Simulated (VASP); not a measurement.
Mn: relaxation of cell and atoms with PBEsol

Crystal: Mn.

```
Mn
1.0
     2.55179    0.00000    0.00000
    -1.27589    2.20991    0.00000
     0.00000    0.00000    4.16707
Mn
2
Direct
  0.33333 0.66667 0.25000
  0.66667 0.33333 0.75000
```

This isn't the form of Mn at room conditions, which is a 58-atom cubic cell.

| Item | Value |
| --- | --- |
| Program | VASP 6.6.1 |
| Task | relaxation of cell and atoms |
| Functional | PBEsol |
| Potentials or basis | VASP PAW PBE potentials, release 64 (Mn_pv) |
| Cutoff | 500 eV |
| k mesh | 14 × 14 × 8 |
| Occupations | fermi-dirac, width 0.05 eV |
| Spin | collinear spin, antiferromagnetic start |
| Starting moments | [3.0, -3.0] μB |
| Dipole correction | no |
| Further INCAR settings | ALGO = Normal; EDIFF = 1e-07; IBRION = 2; EDIFFG = -0.01; NSW = 80; ISIF = 3 |

The relaxed volume is 10.32 Å³/atom, the relaxed cell is a = 2.452 Å, b = 2.452 Å, c = 3.964 Å, α = 90.00°, β = 90.00°, γ = 120.00° and the space group after relaxing (to 0.1 Å) is P6_3/mmc (No. 194). The energy gained by relaxing is 137.4 meV/atom and the ionic steps are 9. The pressure after relaxing is 0.0 GPa and the band gap on the k mesh is zero (filled and empty bands overlap). The net moment is 0.00 μB per cell. The valence electrons inside the program's atomic spheres are Mn 12.08.

The path:
| step | energy change (eV) | largest force (eV/Å) | pressure (GPa) | volume (Å³) |
| --- | --- | --- | --- | --- |
| 1 | 0.0000 | 0.0000 | -25.40 | 23.50 |
| 2 | 0.2509 | 0.0000 | 66.17 | 17.72 |
| 3 | -0.2733 | 0.0000 | -1.53 | 20.74 |
| 4 | -0.2738 | 0.0000 | -0.28 | 20.66 |
| 5 | -0.2737 | 0.0000 | 0.54 | 20.60 |
| 6 | -0.2748 | 0.0000 | 0.67 | 20.59 |
| 7 | -0.2748 | 0.0000 | 0.67 | 20.59 |
| 8 | -0.2747 | 0.0000 | -1.01 | 20.70 |
| 9 | -0.2749 | 0.0000 | -0.01 | 20.64 |

Final structure:
```cif
data_structure
_symmetry_space_group_name_H-M 'P 1'
_symmetry_Int_Tables_number 1
_cell_length_a 2.4517
_cell_length_b 2.4517
_cell_length_c 3.9642
_cell_angle_alpha 90.000
_cell_angle_beta 90.000
_cell_angle_gamma 120.000
_cell_volume 20.64
loop_
_atom_site_label
_atom_site_type_symbol
_atom_site_fract_x
_atom_site_fract_y
_atom_site_fract_z
_atom_site_occupancy
Mn1 Mn 0.33333 0.66667 0.25000 1
Mn2 Mn 0.66667 0.33333 0.75000 1
```

Levels at points of the mesh, in eV from the Fermi level:
Spin up:
| k point | band 11 | band 12 | band 13 | band 14 | band 15 | band 16 |
| --- | --- | --- | --- | --- | --- | --- |
| (0.00, 0.00, 0.00) | -1.00 | -0.50 | -0.50 | 0.05 | 0.05 | 0.81 |
| (0.50, 0.00, 0.00) | -1.23 | -0.97 | -0.42 | 1.94 | 2.10 | 2.17 |
| (0.00, 0.00, 0.50) | -1.09 | -1.09 | -1.09 | -1.09 | 1.27 | 1.27 |
| (0.50, 0.00, 0.50) | 0.20 | 0.20 | 0.92 | 0.92 | 2.08 | 2.08 |
Spin down:
```csv
k point,band 9,band 10,band 11,band 12,band 13,band 14,band 15,band 16,band 17
"(0.00, 0.00, 0.00)",-1.01,-1.00,-1.00,-0.50,-0.50,0.05,0.05,0.81,1.71
"(0.50, 0.00, 0.00)",-3.89,-1.37,-1.23,-0.97,-0.42,1.94,2.10,2.17,3.80
"(0.00, 0.00, 0.50)",-1.60,-1.60,-1.09,-1.09,-1.09,-1.09,1.27,1.27,1.27
"(0.50, 0.00, 0.50)",-2.79,-2.79,0.20,0.20,0.92,0.92,2.08,2.08,3.35
```

Wall time 6 min on 1 thread of Oxide Virtual Turin-like Processor (shared host), peak memory 0.17 GiB.

Caveat: the moments typed at the start vanished in this run; the PAW data sets were made with another functional, which shifts forces and pressure a little.
